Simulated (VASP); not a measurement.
# HgTe (I-4m2) in VASP: further runs

The runs below take HgTe through phonons, with PBEsol+D4.

Program: VASP 6.6.1. These are calculated values, not measurements. Logs are shortened: lines on timing, memory, paths and dates and some standing lists are left out, and cuts for length are marked.

### 1 The cell of the first run

Symmetry: I-4m2, No. 119, tetragonal system. Conventional cell: a = 6.071 Å, b = 6.071 Å, c = 3.108 Å, α = 90.00°, β = 90.00°, γ = 90.00°. Within 4.1 Å of Hg (site symmetry -4m2) lie 2 Hg at 3.11 Å and 8 Te at 3.13 to 3.83 Å. Within 4.1 Å of Te (site symmetry -4m2) lie 2 Te at 3.11 Å and 8 Hg at 3.13 to 3.83 Å.

### 2 Phonons, PBEsol+D4

Contents of INCAR:

```
PREC     = Accurate       # precision mode
ENCUT    = 500            # plane-wave cutoff, eV
EDIFF    = 1E-8           # SCF threshold, eV
ISMEAR   = -1             # smearing method
SIGMA    = 0.1            # smearing width, eV
LREAL    = F              # projectors in reciprocal space
LASPH    = T              # aspherical terms in the spheres
NELM     = 120            # most SCF steps
ALGO     = Normal         # electronic algorithm
ISIF     = 2              # what is computed and relaxed
LWAVE    = F              # write WAVECAR
LCHARG   = T              # write CHGCAR
GGA      = PS             # functional
IVDW     = 13             # dispersion correction
NBANDS   = 16             # bands
IBRION   = 6              # ionic algorithm
NFREE    = 2            
POTIM    = 0.015          # step
NSW      = 1              # ionic steps
GGA_COMPAT= F
```

Contents of KPOINTS:

```
regular mesh
0
Gamma
  6 6 6
```

Contents of POSCAR:

```
HgTe
1.0
   -3.0354169607      3.0354169607      1.5541945430
    3.0354169607     -3.0354169607      1.5541945430
    3.0354169607      3.0354169607     -1.5541945430
Hg Te
1 1
Direct
    0.2500000000      0.7500000000      0.5000000000
    0.0000000000      0.0000000000      0.0000000000
```

Potentials or basis: VASP PAW PBE potentials, release 64 (Hg, Te).

On the command line:

```sh
$ cat potpaw_PBE.64/Hg/POTCAR potpaw_PBE.64/Te/POTCAR > POTCAR
$ mpirun -np 1 vasp_std > vasp.out
```

OUTCAR:

```text
PREC = Accurate
   ENCUT = 500
   EDIFF = 1E-8
   ISMEAR = -1
   LREAL = F
   LASPH = T
   NELM = 120
   ISIF = 2
   GGA = PS
   IVDW = 13
   IBRION = 6
   NFREE = 2
   POTIM = 0.015
   NSW = 1

 ion  position               nearest neighbor table
   1  0.250  0.750  0.500-   2 3.13   2 3.13   2 3.13   2 3.13
   2  0.000  0.000  0.000-   1 3.13   1 3.13   1 3.13   1 3.13

  LATTYP: Found a body centered tetragonal cell.
 ALAT       =     6.0708339214
 C/A-ratio  =     0.5120201156

  Lattice vectors:

 A1 = (  -3.0354169607,   3.0354169607,   1.5541945430)
 A2 = (   3.0354169607,  -3.0354169607,   1.5541945430)
 A3 = (   3.0354169607,   3.0354169607,  -1.5541945430)

Analysis of symmetry for initial positions (statically):
=====================================================================
 Subroutine PRICEL returns:
 Original cell was already a primitive cell.

 Routine SETGRP: Setting up the symmetry group for a
 body centered tetragonal supercell.

 Subroutine GETGRP returns: Found  8 space group operations
 (whereof  8 operations were pure point group operations)
 out of a pool of 16 trial point group operations.

The static configuration has the point symmetry D_2d.

Analysis of symmetry for dynamics (positions and initial velocities):
=====================================================================
 Subroutine PRICEL returns:
 Original cell was already a primitive cell.

 Routine SETGRP: Setting up the symmetry group for a
 body centered tetragonal supercell.

 Subroutine GETGRP returns: Found  8 space group operations
 (whereof  8 operations were pure point group operations)
 out of a pool of 16 trial point group operations.

The dynamic configuration has the point symmetry D_2d.

 Subroutine INISYM returns: Found  8 space group operations
 (whereof  8 operations are pure point group operations),
 and found     1 'primitive' translations

----------------------------------------------------------------------------------------

                                     Primitive cell

  volume of cell :      57.2799

  direct lattice vectors                    reciprocal lattice vectors
    -3.035416961  3.035416961  1.554194543     0.000000000  0.164722016  0.321710047
     3.035416961 -3.035416961  1.554194543     0.164722016  0.000000000  0.321710047
     3.035416961  3.035416961 -1.554194543     0.164722016  0.164722016  0.000000000

  length of vectors
     4.565417060  4.565417060  4.565417060     0.361428689  0.361428689  0.232952109

  position of ions in fractional coordinates (direct lattice)
     0.250000000  0.750000000  0.500000000
     0.000000000  0.000000000  0.000000000

  ion indices of the primitive-cell ions
   primitive index   ion index
                 1           1
                 2           2

----------------------------------------------------------------------------------------

 KPOINTS: regular mesh

Automatic generation of k-mesh.
 Grid dimensions read from file:
 generate k-points for:    6    6    6

 Generating k-lattice:

  Cartesian coordinates                     Fractional coordinates (reciprocal lattice)
     0.000000000  0.027453669  0.053618341     0.166666667  0.000000000  0.000000000
     0.027453669  0.000000000  0.053618341     0.000000000  0.166666667  0.000000000
     0.027453669  0.027453669  0.000000000     0.000000000  0.000000000  0.166666667

  Length of vectors
     0.060238115  0.060238115  0.038825351

  Shift w.r.t. Gamma in fractional coordinates (k-lattice)
     0.000000000  0.000000000  0.000000000

 Subroutine IBZKPT returns following result:
 ===========================================

 Found     30 irreducible k-points:

 Following reciprocal coordinates:
            Coordinates               Weight
  0.000000  0.000000  0.000000      1.000000
  0.166667  0.000000 -0.000000      8.000000
  0.333333  0.000000 -0.000000      8.000000
  0.500000  0.000000  0.000000      4.000000
  0.166667  0.166667 -0.000000      8.000000
  0.333333  0.166667 -0.000000     16.000000
[... 16 lines left out ...]
 -0.333333 -0.333333  0.166667      8.000000
 -0.166667 -0.333333  0.166667      8.000000
 [... further k-points ...]
   k-points           NKPTS =     30   k-points in BZ     NKDIM =     30   number of bands    NBANDS=     16
   number of dos      NEDOS =    301   number of ions     NIONS =      2
   total plane-waves  NPLWV =  46656
   dimension x,y,z NGX =    36 NGY =   36 NGZ =   36
   dimension x,y,z NGXF=    72 NGYF=   72 NGZF=   72
   ions per type =               1   1
   NGX,Y,Z   is equivalent  to a cutoff of  13.11, 13.11, 13.11 a.u.
   NGXF,Y,Z  is equivalent  to a cutoff of  26.22, 26.22, 26.22 a.u.
 SYSTEM =  unknown system
   PREC   = accura    normal or accurate (medium, high low for compatibility)
   ISTART =      0    job   : 0-new  1-cont  2-samecut
   ICHARG =      2    charge: 1-file 2-atom 10-const
   ISPIN  =      1    spin polarized calculation?
   LNONCOLLINEAR =      F non collinear calculations
   LSORBIT =      F    spin-orbit coupling
   LASPH  =      T    aspherical Exc in radial PAW
   ENCUT  =  500.0 eV  36.75 Ry    6.06 a.u.   8.32  8.32  8.32*2*pi/ulx,y,z
   NELM   =    120;   NELMIN=  2; NELMDL= -5     # of ELM steps
   EDIFF  = 0.1E-07   stopping-criterion for ELM
   LREAL  =      F    real-space projection
   EDIFFG = 0.1E-06   stopping-criterion for IOM
   NSW    =     61    number of steps for IOM
   IBRION =      6    ionic relax: 0-MD 1-quasi-New 2-CG
   NFREE  =      2    steps in history (QN), initial steepest desc. (CG)
   ISIF   =      2    stress and relaxation
   ISYM   =      2    0-nonsym 1-usesym 2-fastsym
   POTIM  = 0.0150    time-step for ionic-motion
   TEBEG  =    0.0;   TEEND  =   0.0 temperature during run
   PSTRESS=    0.0 pullay stress
   NELECT =      18.0000    total number of electrons
   NUPDOWN=      -1.0000    fix difference up-down
   EMIN   =  10.00;   EMAX   =-10.00  energy-range for DOS
   EFERMI =   0.00;   METHOD = LEGACY
   ISMEAR =    -1;   SIGMA  =   0.10  broadening in eV -4-tet -1-fermi 0-gaus
   EFERMI_NEDOS =   21; number of points for ismear=-14 and -15
   IALGO  =     38    algorithm
   IMIX   =      4    mixing-type and parameters
     AMIX     =   0.40;   BMIX     =  1.00
     AMIX_MAG =   1.60;   BMIX_MAG =  1.00
  volume/ion in A,a.u.               =      28.64       193.27
  Fermi-wavevector in a.u.,A,eV,Ry     =   1.113008  2.103280 16.854719  1.238787
  Thomas-Fermi vector in A             =   2.249588
   LORBIT       =      0    0 simple, 1 ext, 2 COOP (PROOUT), +10 PAW based schemes
   GGA     = PS    functional components
   LHFCALC =     F    Hartree Fock is set to
   AEXX    =    0.0000 exact exchange contribution
   IVDW    =    13    specifies the selected vdW correction
   LEPSILON=     F    determine dielectric tensor
   LRPA    =     F    only Hartree local field effects (RPA)
 finite differences with symmetry
 non-spin polarized calculation
  energy-cutoff  :      500.00
  volume of cell :       57.28
 maximum number of plane-waves:      1485
 NGX is ok and might be reduce to    36
   NGX = 17   NGY = 17   NGZ = 17

--------------------------------------- Ionic step        1  -------------------------------------------

 number of electron      18.0000000 magnetization

 Free energy of the ion-electron system (eV)
  ---------------------------------------------------
  ext. energy  EPLUGINS =         0.00000000
  ---------------------------------------------------
  free energy    TOTEN  =        -3.98855908 eV

  energy without entropy =       -3.93043135  energy(sigma->0) =       -3.95949521

------------------------ aborting loop because EDIFF is reached ----------------------------------------

  DFT-D4 for vdW energy calculation

  Edisp (eV):   -0.52878
[... 311 lines left out ...]
--------------------------------------- Ionic step        9  -------------------------------------------

 number of electron      18.0000000 magnetization

 Free energy of the ion-electron system (eV)
  ---------------------------------------------------
  ext. energy  EPLUGINS =         0.00000000
  ---------------------------------------------------
  free energy    TOTEN  =        -3.98855727 eV

  energy without entropy =       -3.93043033  energy(sigma->0) =       -3.95949380

 E-fermi :   4.5583     XC(G=0): -10.0409

 val. band max:        4.5466872763   @ k =  -0.3333  -0.1667   0.1667
 cond. band min:       4.5597994054   @ k =   0.5000  -0.3333   0.3333
 fundamental gap:      0.0131121290
 Fermi energy:         4.5582984193

 k-point     1 :       0.0000    0.0000    0.0000
  band No.  band energies     occupation
      1      -8.2502      2.00000
      2      -2.9376      2.00000
      3      -2.2415      2.00000
      4      -2.1595      2.00000
      5      -1.7013      2.00000
      6      -1.6993      2.00000
[... 433 lines left out ...]
      3      -2.5099      2.00000
      4      -2.2394      2.00000
      5      -1.9528      2.00000
      6      -1.4207      2.00000
[... 8 lines left out ...]
     15      14.7248      0.00000
     16      16.2265      0.00000

 [... further k-points ...]

------------------------ aborting loop because EDIFF is reached ----------------------------------------

  DFT-D4 for vdW energy calculation

  Edisp (eV):   -0.52877
[... 25 lines left out ...]
  FREE ENERGIE OF THE ION-ELECTRON SYSTEM (eV)
  ---------------------------------------------------
  free  energy   TOTEN  =        -4.5173311121 eV

  energy  without entropy=       -4.4592041740  energy(sigma->0) =       -4.48826764

 INTERNAL STRAIN TENSORS FROM DISPLACED ATOMS
 ============================================

 INTERNAL STRAIN TENSOR FOR ION    1 for displacements in x,y,z  (eV/Angst):
          X           Y           Z          XY          YZ          ZX
  --------------------------------------------------------------------------------
  x     0.00000     0.00000     0.00000     0.00000     0.00000    -0.33314
  y     0.00000     0.00000     0.00000     0.00000     0.33314     0.00000
  z     1.36846    -1.36846     0.00000     0.00000     0.00000     0.00000

 INTERNAL STRAIN TENSOR FOR ION    2 for displacements in x,y,z  (eV/Angst):
          X           Y           Z          XY          YZ          ZX
  --------------------------------------------------------------------------------
  x     0.00000     0.00000     0.00000     0.00000     0.00000     0.33360
  y     0.00000     0.00000     0.00000     0.00000    -0.33360     0.00000
  z    -1.36468     1.36468     0.00000     0.00000     0.00000     0.00000

 Eigenvectors and eigenvalues of the dynamical matrix
 ----------------------------------------------------

   1 f  =    2.304310 THz    14.478408 2PiTHz   76.863515 cm-1     9.529857 meV
             X         Y         Z           dx          dy          dz
      3.035417  0.000000  0.777097    -0.000000   -0.624004   -0.000000
      0.000000  0.000000  0.000000     0.000000    0.781421    0.000000

   2 f  =    2.304310 THz    14.478408 2PiTHz   76.863515 cm-1     9.529857 meV
             X         Y         Z           dx          dy          dz
      3.035417  0.000000  0.777097     0.624004    0.000000    0.000000
      0.000000  0.000000  0.000000    -0.781421   -0.000000    0.000000

   3 f  =    0.497479 THz     3.125755 2PiTHz   16.594128 cm-1     2.057409 meV
             X         Y         Z           dx          dy          dz
      3.035417  0.000000  0.777097     0.000000    0.000000   -0.620346
      0.000000  0.000000  0.000000     0.000000    0.000000    0.784328

   4 f/i=    0.001375 THz     0.008637 2PiTHz    0.045852 cm-1     0.005685 meV
             X         Y         Z           dx          dy          dz
      3.035417  0.000000  0.777097    -0.735029   -0.265239    0.000000
      0.000000  0.000000  0.000000    -0.586957   -0.211807    0.000000

   5 f/i=    0.001375 THz     0.008637 2PiTHz    0.045852 cm-1     0.005685 meV
             X         Y         Z           dx          dy          dz
      3.035417  0.000000  0.777097    -0.265239    0.735029   -0.000000
      0.000000  0.000000  0.000000    -0.211807    0.586957   -0.000000

   6 f/i=    0.002028 THz     0.012740 2PiTHz    0.067632 cm-1     0.008385 meV
             X         Y         Z           dx          dy          dz
      3.035417  0.000000  0.777097     0.000000   -0.000000   -0.784328
      0.000000  0.000000  0.000000     0.000000   -0.000000   -0.620346

 ELASTIC MODULI CONTR FROM IONIC RELAXATION (kBar)
 Direction    XX          YY          ZZ          XY          YZ          ZX
 --------------------------------------------------------------------------------
 XX        -662.6493    662.6493      0.0000      0.0000      0.0000     -0.0000
 YY         662.6493   -662.6493      0.0000      0.0000     -0.0000      0.0000
 ZZ           0.0000      0.0000      0.0000      0.0000      0.0000      0.0000
 XY           0.0000      0.0000      0.0000      0.0000      0.0000      0.0000
 YZ           0.0000     -0.0000      0.0000      0.0000     -1.8341     -0.0000
 ZX          -0.0000      0.0000      0.0000      0.0000     -0.0000     -1.8341
 --------------------------------------------------------------------------------
```

Run time: 6.7 min. Hardware: 1 thread of Intel Xeon 8259CL, shared host; peak memory 0.3 GiB.

Results:

- Highest phonon frequency at Γ, LO-TO splitting left out: 77 cm⁻¹
- Dispersion energy per atom: -0.264 eV

Phonon frequencies in cm⁻¹ (negative: imaginary):
| q point | frequencies |
| --- | --- |
| (0.000, 0.000, 0.000) | 0 0 0 17 77 77 |

Caveat: the k points lie up to 0.38 Å⁻¹ apart; the cell stands under pressure or tension, which shifts response properties; spin-orbit coupling is left out, which moves the levels of the heavy elements.

(Continued in part 2 of 2.)
